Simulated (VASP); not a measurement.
Wanted: the native input for a VASP 6.6.1 run.

| Property | Result |
| --- | --- |
| Task | single point |
| Functional | LDA |
| Potentials or basis | VASP PAW LDA potentials, release 64 (Cu_sv_GW) |
| Cutoff | 820 eV |
| k mesh | 16 × 16 × 16 |
| Occupations | fermi-dirac, width 0.05 eV |
| Spin | no spin polarisation |
| Hubbard terms | Cu d U = 5.0 eV |
| Dipole correction | no |
| Further INCAR settings | ALGO = Normal; EDIFF = 1e-06; NBANDS = 16 |

The structure of Cu lies in POSCAR:

```
Cu
1.0
   -1.4541821355      1.4541821355      1.3118017078
    1.4541821355     -1.4541821355      1.3118017078
    1.4541821355      1.4541821355     -1.3118017078
Cu
1
Direct
    0.0000000000      0.0000000000      0.0000000000
```

These files were run (other wordings do the same):

INCAR

```
SYSTEM = Cu
ALGO = Normal
EDIFF = 1E-6
ENCUT = 820
GGA_COMPAT = .False.
ISIF = 2
ISMEAR = -1
LASPH = .True.
LCHARG = .False.
LDAU = .True.
LDAUJ = 0
LDAUL = 2
LDAUPRINT = 1
LDAUTYPE = 2
LDAUU = 5
LMAXMIX = 4
LREAL = .False.
LWAVE = .False.
NBANDS = 16
NELM = 200
PREC = Accurate
SIGMA = 0.05
```

KPOINTS

```
k-points
0
Gamma
  16 16 16
  0 0 0
```

Potentials or basis: VASP PAW LDA potentials, release 64 (Cu_sv_GW).

The run is started by

```sh
$ cat potpaw_LDA.64/Cu_sv_GW/POTCAR > POTCAR
$ mpirun -np 1 vasp_std > vasp.out
```

It gave:

| Quantity | Value |
| --- | --- |
| Pressure | -3.7 GPa |
| Band gap on the k mesh | zero (an odd number of electrons rules out a gap without spin polarisation) |

Caveat: the cell stands under tension; U without spin polarisation on a metal has little footing; the U is typed as a test and isn't derived for this compound.

Wall time 48 s on 1 thread of Intel(R) Xeon(R) Platinum 8488C (Sapphire Rapids), with other jobs on the host, peak memory 0.26 GiB.
